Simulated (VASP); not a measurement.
# Cu (Fm-3m) in VASP: a series of runs

Runs on Cu. Level: r2SCAN. Tasks: single point.

Everything below comes from runs of VASP 6.6.1. Logs are shortened: lines on timing, memory, paths and dates and some standing lists are left out, and cuts for length are marked.

### 1 The cell of the first run

The structure is cubic, space group Fm-3m (No. 225). The conventional cell has a = 3.576 Å, b = 3.576 Å, c = 3.576 Å, α = 90.00°, β = 90.00°, γ = 90.00°. Within 3.3 Å of Cu (site symmetry m-3m) lie 12 Cu at 2.53 Å.

### 2 Single point, r2SCAN

The input, POSCAR:

```
Cu
1.0
    0.0000000000      1.7881324402      1.7881324402
    1.7881324402      0.0000000000      1.7881324402
    1.7881324402      1.7881324402      0.0000000000
Cu
1
Direct
    0.0000000000      0.0000000000      0.0000000000
```

The input, INCAR.step1:

```
SYSTEM = Cu
ALGO     = Normal         ! electronic algorithm
EDIFF    = 1E-4           ! SCF threshold, eV
ENCUT    = 520            ! plane-wave cutoff, eV
GGA      = PE             ! functional
ISMEAR   = -1             ! smearing method
LASPH    = .TRUE.         ! aspherical terms in the spheres
LCHARG   = .FALSE.        ! write CHGCAR
LREAL    = .FALSE.        ! projectors in reciprocal space
LWAVE    = .TRUE.         ! write WAVECAR
NBANDS   = 12             ! bands
NELM     = 100            ! most SCF steps
PREC     = Accurate       ! precision mode
SIGMA    = 0.1            ! smearing width, eV
```

The input, INCAR.step2:

```
SYSTEM = Cu
ALGO     = Normal         ! electronic algorithm
EDIFF    = 1E-6           ! SCF threshold, eV
ENCUT    = 520            ! plane-wave cutoff, eV
ISIF     = 2              ! what is computed and relaxed
ISMEAR   = -1             ! smearing method
ISTART   = 1            
LASPH    = .TRUE.         ! aspherical terms in the spheres
LCHARG   = .FALSE.        ! write CHGCAR
LMIXTAU  = .TRUE.       
LREAL    = .FALSE.        ! projectors in reciprocal space
LWAVE    = .FALSE.        ! write WAVECAR
METAGGA  = R2SCAN         ! meta-GGA
NBANDS   = 12             ! bands
NELM     = 100            ! most SCF steps
PREC     = Accurate       ! precision mode
SIGMA    = 0.1            ! smearing width, eV
```

The input, KPOINTS:

```
k-points
0
G
  16 16 16
  0 0 0
```

Potentials or basis: VASP PAW PBE potentials, release 64 (Cu).

On the command line:

```
$ cat potpaw_PBE.64/Cu/POTCAR > POTCAR
$ cp INCAR.step1 INCAR
$ mpirun -np 1 vasp_std > vasp.out
$ cp INCAR.step2 INCAR
$ mpirun -np 1 vasp_std > vasp.out
```

OUTCAR:

```text
SYSTEM = Cu
   EDIFF = 1E-6
   ENCUT = 520
   ISIF = 2
   ISMEAR = -1
   ISTART = 1
   LASPH = .TRUE.
   LREAL = .FALSE.
   METAGGA = R2SCAN
   NELM = 100
   PREC = Accurate

 ion  position               nearest neighbor table
   1  0.000  0.000  0.000-

  LATTYP: Found a face centered cubic cell.
 ALAT       =     3.5762648804

  Lattice vectors:

 A1 = (   0.0000000000,   1.7881324402,   1.7881324402)
 A2 = (   1.7881324402,   0.0000000000,   1.7881324402)
 A3 = (   1.7881324402,   1.7881324402,   0.0000000000)

Analysis of symmetry for initial positions (statically):
=====================================================================
 Subroutine PRICEL returns:
 Original cell was already a primitive cell.

 Routine SETGRP: Setting up the symmetry group for a
 face centered cubic supercell.

 Subroutine GETGRP returns: Found 48 space group operations
 (whereof 48 operations were pure point group operations)
 out of a pool of 48 trial point group operations.

The static configuration has the point symmetry O_h .

Analysis of symmetry for dynamics (positions and initial velocities):
=====================================================================
 Subroutine PRICEL returns:
 Original cell was already a primitive cell.

 Routine SETGRP: Setting up the symmetry group for a
 face centered cubic supercell.

 Subroutine GETGRP returns: Found 48 space group operations
 (whereof 48 operations were pure point group operations)
 out of a pool of 48 trial point group operations.

The dynamic configuration has the point symmetry O_h .

 Subroutine INISYM returns: Found 48 space group operations
 (whereof 48 operations are pure point group operations),
 and found     1 'primitive' translations

----------------------------------------------------------------------------------------

                                     Primitive cell

  volume of cell :      11.4348

  direct lattice vectors                    reciprocal lattice vectors
     0.000000000  1.788132440  1.788132440    -0.279621346  0.279621346  0.279621346
     1.788132440  0.000000000  1.788132440     0.279621346 -0.279621346  0.279621346
     1.788132440  1.788132440  0.000000000     0.279621346  0.279621346 -0.279621346

  length of vectors
     2.528801148  2.528801148  2.528801148     0.484318378  0.484318378  0.484318378

  position of ions in fractional coordinates (direct lattice)
     0.000000000  0.000000000  0.000000000

  ion indices of the primitive-cell ions
   primitive index   ion index
                 1           1

----------------------------------------------------------------------------------------

 KPOINTS: k-points

Automatic generation of k-mesh.
 Grid dimensions read from file:
 generate k-points for:   16   16   16

 Generating k-lattice:

  Cartesian coordinates                     Fractional coordinates (reciprocal lattice)
    -0.017476334  0.017476334  0.017476334     0.062500000  0.000000000  0.000000000
     0.017476334 -0.017476334  0.017476334     0.000000000  0.062500000  0.000000000
     0.017476334  0.017476334 -0.017476334     0.000000000  0.000000000  0.062500000

  Length of vectors
     0.030269899  0.030269899  0.030269899

  Shift w.r.t. Gamma in fractional coordinates (k-lattice)
     0.000000000  0.000000000  0.000000000

 Subroutine IBZKPT returns following result:
 ===========================================

 Found    145 irreducible k-points:

 Following reciprocal coordinates:
            Coordinates               Weight
  0.000000  0.000000  0.000000      1.000000
  0.062500  0.000000  0.000000      8.000000
  0.125000  0.000000  0.000000      8.000000
  0.187500  0.000000  0.000000      8.000000
  0.250000  0.000000  0.000000      8.000000
  0.312500  0.000000  0.000000      8.000000
[... 16 lines left out ...]
 -0.125000  0.062500  0.000000     24.000000
 -0.062500  0.062500  0.000000     12.000000
 [... further k-points ...]
   k-points           NKPTS =    145   k-points in BZ     NKDIM =    145   number of bands    NBANDS=     12
   number of dos      NEDOS =    301   number of ions     NIONS =      1
   total plane-waves  NPLWV =   8000
   dimension x,y,z NGX =    20 NGY =   20 NGZ =   20
   dimension x,y,z NGXF=    40 NGYF=   40 NGZF=   40
   ions per type =               1
   NGX,Y,Z   is equivalent  to a cutoff of  13.15, 13.15, 13.15 a.u.
   NGXF,Y,Z  is equivalent  to a cutoff of  26.30, 26.30, 26.30 a.u.
 SYSTEM =  Cu
   PREC   = accura    normal or accurate (medium, high low for compatibility)
   ISTART =      1    job   : 0-new  1-cont  2-samecut
   ICHARG =      0    charge: 1-file 2-atom 10-const
   ISPIN  =      1    spin polarized calculation?
   LNONCOLLINEAR =      F non collinear calculations
   LSORBIT =      F    spin-orbit coupling
   LASPH  =      T    aspherical Exc in radial PAW
   ENCUT  =  520.0 eV  38.22 Ry    6.18 a.u.   4.70  4.70  4.70*2*pi/ulx,y,z
   NELM   =    100;   NELMIN=  2; NELMDL=  0     # of ELM steps
   EDIFF  = 0.1E-05   stopping-criterion for ELM
   LREAL  =      F    real-space projection
   EDIFFG = 0.1E-04   stopping-criterion for IOM
   NSW    =      0    number of steps for IOM
   IBRION =     -1    ionic relax: 0-MD 1-quasi-New 2-CG
   NFREE  =      0    steps in history (QN), initial steepest desc. (CG)
   ISIF   =      2    stress and relaxation
   ISYM   =      2    0-nonsym 1-usesym 2-fastsym
   POTIM  = 0.5000    time-step for ionic-motion
   TEBEG  =    0.0;   TEEND  =   0.0 temperature during run
   PSTRESS=    0.0 pullay stress
   NELECT =      11.0000    total number of electrons
   NUPDOWN=      -1.0000    fix difference up-down
   EMIN   =  10.00;   EMAX   =-10.00  energy-range for DOS
   EFERMI =   0.00;   METHOD = LEGACY
   ISMEAR =    -1;   SIGMA  =   0.10  broadening in eV -4-tet -1-fermi 0-gaus
   EFERMI_NEDOS =   21; number of points for ismear=-14 and -15
   IALGO  =     38    algorithm
   IMIX   =      4    mixing-type and parameters
     AMIX     =   0.40;   BMIX     =  1.00
     AMIX_MAG =   1.60;   BMIX_MAG =  1.00
  volume/ion in A,a.u.               =      11.43        77.17
  Fermi-wavevector in a.u.,A,eV,Ry     =   1.616079  3.053947 35.534510  2.611713
  Thomas-Fermi vector in A             =   2.710724
   LORBIT       =      0    0 simple, 1 ext, 2 COOP (PROOUT), +10 PAW based schemes
   METAGGA = R2SCAN    functional components
   LHFCALC =     F    Hartree Fock is set to
   AEXX    =    0.0000 exact exchange contribution
   IVDW    =     0    specifies the selected vdW correction
   LEPSILON=     F    determine dielectric tensor
   LRPA    =     F    only Hartree local field effects (RPA)
 non-spin polarized calculation
  energy-cutoff  :      520.00
  volume of cell :       11.43
 maximum number of plane-waves:       331
   NGX =  9   NGY =  9   NGZ =  9

 number of electron      11.0000012 magnetization

 Free energy of the ion-electron system (eV)
  ---------------------------------------------------
  ext. energy  EPLUGINS =         0.00000000
  ---------------------------------------------------
  free energy    TOTEN  =       -10.83120358 eV

  energy without entropy =      -10.82161315  energy(sigma->0) =      -10.82640837

 E-fermi :   7.7823     XC(G=0): -13.9629

 val. band max:        7.7483011794   @ k =   0.5000   0.1875   0.0625
 cond. band min:       7.8266356044   @ k =   0.5000   0.3125   0.1250
 fundamental gap:      0.0783344250
 Fermi energy:         7.7822923886

 k-point     1 :       0.0000    0.0000    0.0000
  band No.  band energies     occupation
      1      -2.1244      2.00000
      2       4.5631      2.00000
      3       4.5631      2.00000
      4       4.5631      2.00000
      5       5.4216      2.00000
      6       5.4216      2.00000
      7      31.4524      0.00000
      8      34.7435      0.00000
      9      34.7435      0.00000
     10      34.7438      0.00000
     11      37.1605      0.00000
     12      37.1606      0.00000

 k-point     2 :       0.0625    0.0000    0.0000
  band No.  band energies     occupation
      1      -1.9730      2.00000
      2       4.5300      2.00000
      3       4.5918      2.00000
      4       4.5918      2.00000
      5       5.4102      2.00000
      6       5.4102      2.00000
      7      30.6497      0.00000
      8      33.0041      0.00000
      9      34.2478      0.00000
     10      34.2480      0.00000
     11      37.8627      0.00000
     12      37.8628      0.00000

 k-point     3 :       0.1250    0.0000    0.0000
  band No.  band energies     occupation
      1      -1.5257      2.00000
      2       4.4423      2.00000
      3       4.6624      2.00000
      4       4.6625      2.00000
      5       5.3905      2.00000
      6       5.3906      2.00000
      7      27.7407      0.00000
      8      32.2824      0.00000
      9      33.4321      0.00000
     10      33.4322      0.00000
     11      39.1543      0.00000
     12      39.1739      0.00000
[... 286 lines left out ...]
 k-point    23 :      -0.1250    0.0625    0.0000
  band No.  band energies     occupation
      1      -1.1843      2.00000
      2       4.3655      2.00000
      3       4.7151      2.00000
      4       4.7174      2.00000
      5       5.2972      2.00000
      6       5.4736      2.00000
      7      26.7000      0.00000
      8      29.5854      0.00000
      9      33.6578      0.00000
     10      35.2252      0.00000
     11      37.5253      0.00000
     12      38.2414      0.00000

 k-point    24 :      -0.0625    0.0625    0.0000
  band No.  band energies     occupation
      1      -1.7230      2.00000
      2       4.4693      2.00000
      3       4.6333      2.00000
      4       4.6474      2.00000
      5       5.3540      2.00000
      6       5.4358      2.00000
      7      29.5543      0.00000
      8      30.9674      0.00000
      9      33.5957      0.00000
     10      35.3062      0.00000
     11      37.3611      0.00000
     12      38.0362      0.00000

 [... further k-points ...]
[... 5 lines left out ...]
  --------------------------------------------------------------------------------------
  -------------------------------------------------------------------------------------
  Total        0.0457390      0.0457390      0.0457390     -0.0000000      0.0000000      0.0000000
  in kB        6.4086736      6.4086736      6.4086736     -0.0000000      0.0000000      0.0000000
  external PRESSURE =       6.4086736 kB  Pullay stress =       0.0000000 kB

 VOLUME and BASIS-vectors are now :
 -----------------------------------------------------------------------------
  energy-cutoff  :      520.00
  volume of cell :       11.43
      direct lattice vectors                 reciprocal lattice vectors
     0.000000000  1.788132440  1.788132440    -0.279621346  0.279621346  0.279621346
     1.788132440  0.000000000  1.788132440     0.279621346 -0.279621346  0.279621346
     1.788132440  1.788132440  0.000000000     0.279621346  0.279621346 -0.279621346

 POSITION                                       TOTAL-FORCE (eV/Angst)
 -----------------------------------------------------------------------------------
      0.00000      0.00000      0.00000        -0.000000      0.000000      0.000000
 -----------------------------------------------------------------------------------
    total drift:                                0.000000      0.000000      0.000000

  FREE ENERGIE OF THE ION-ELECTRON SYSTEM (eV)
  ---------------------------------------------------
  free  energy   TOTEN  =       -10.8312035833 eV

  energy  without entropy=      -10.8216131544  energy(sigma->0) =      -10.82640837
```

It took 2 min on 1 thread of Intel Xeon 8259CL, shared host; peak memory 0.14 GiB.

Results:

| Property | Result |
| --- | --- |
| Free energy | -10.8312 eV |
| Pressure | 0.6 GPa |

Caveat: the PAW data sets were made with another functional, which shifts forces and pressure a little.

### 3 Single point, r2SCAN

POSCAR is that of step 2.

The input, INCAR.step1:

```
PREC     = Accurate       # precision mode
ENCUT    = 520            # plane-wave cutoff, eV
ISMEAR   = -1             # smearing method
SIGMA    = 0.1            # smearing width, eV
LREAL    = F              # projectors in reciprocal space
LASPH    = T              # aspherical terms in the spheres
NELM     = 60             # most SCF steps
NBANDS   = 12             # bands
GGA      = PE             # functional
ALGO     = Normal         # electronic algorithm
EDIFF    = 1E-4           # SCF threshold, eV
LWAVE    = T              # write WAVECAR
LCHARG   = F              # write CHGCAR
```

The input, INCAR.step2:

```
PREC     = Accurate       # precision mode
ENCUT    = 520            # plane-wave cutoff, eV
EDIFF    = 1E-6           # SCF threshold, eV
ISMEAR   = -1             # smearing method
SIGMA    = 0.1            # smearing width, eV
LREAL    = F              # projectors in reciprocal space
LASPH    = T              # aspherical terms in the spheres
NELM     = 60             # most SCF steps
ALGO     = Normal         # electronic algorithm
ISIF     = 2              # what is computed and relaxed
LWAVE    = F              # write WAVECAR
LCHARG   = F              # write CHGCAR
METAGGA  = R2SCAN         # meta-GGA
LMIXTAU  = T            
NBANDS   = 12             # bands
ISTART   = 1
```

The input, KPOINTS:

```
Automatic mesh
0
Gamma
  22 22 22
```

Potentials or basis: VASP PAW PBE potentials, release 64 (Cu).

On the command line:

```
$ cat potpaw_PBE.64/Cu/POTCAR > POTCAR
$ cp INCAR.step1 INCAR
$ mpirun -np 1 vasp_std > vasp.out
$ cp INCAR.step2 INCAR
$ mpirun -np 1 vasp_std > vasp.out
```

Run time: 4.4 min. Hardware: 1 thread of Intel Xeon 8259CL, shared host; peak memory 0.16 GiB.

It converged, with:

```
Free energy : -10.8317 eV
Pressure    : 0.6 GPa
```

Levels at points of the mesh, in eV from the Fermi level:
| k point | band 4 | band 5 | band 6 | band 7 | band 8 | band 9 |
| --- | --- | --- | --- | --- | --- | --- |
| (0.00, 0.00, 0.00) | -3.25 | -2.39 | -2.39 | 23.64 | 26.93 | 26.93 |
| (0.50, 0.00, 0.00) | -1.77 | -1.77 | -1.15 | 4.13 | 22.13 | 23.66 |
| (0.50, 0.50, 0.00) | -1.61 | -1.61 | 1.56 | 7.66 | 14.02 | 14.02 |

Caveat: the PAW data sets were made with another functional, which shifts forces and pressure a little.

[end of part 1 of 2]
